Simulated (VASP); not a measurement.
# Hf: single point with PBEsol

Hf:

```
Hf
1.0
     2.85469    0.00000    0.00000
    -1.42735    2.47224    0.00000
     0.00000    0.00000    4.65316
Hf
2
Direct
  0.33333 0.66667 0.25000
  0.66667 0.33333 0.75000
```

```json
{
 "Program": "VASP 6.6.1",
 "Task": "single point",
 "Functional": "PBEsol",
 "Potentials or basis": "VASP PAW PBE potentials, release 64 (Hf_pv)",
 "Cutoff": "500 eV",
 "k mesh": "15 × 15 × 9",
 "Occupations": "fermi-dirac, width 0.08 eV",
 "Spin": "no spin polarisation",
 "Dipole correction": "no",
 "Further INCAR settings": "ALGO = Normal; EDIFF = 1e-06; NBANDS = 17"
}
```

The pressure is 48.4 GPa and the band gap on the k mesh is zero (bands 10 and 11 overlap by 1.78 eV).

Stress tensor (GPa, compression positive):
```
48.54  0.00  0.00
 0.00 48.54  0.00
 0.00  0.00 48.19
```

Levels at points of the mesh, in eV from the Fermi level:
```csv
k point,band 8,band 9,band 10,band 11,band 12,band 13
"(0.00, 0.00, 0.00)",-4.83,1.16,1.22,1.22,2.03,2.33
```

It took 37 s on 1 thread of AMD EPYC 9R45 96-Core Processor (Zen 5), with other jobs on the host, peak memory 0.16 GiB.

Caveat: the cell stands under pressure; the PAW data sets were made with another functional, which shifts forces and pressure a little; spin-orbit coupling is left out, which moves the levels of the heavy elements.
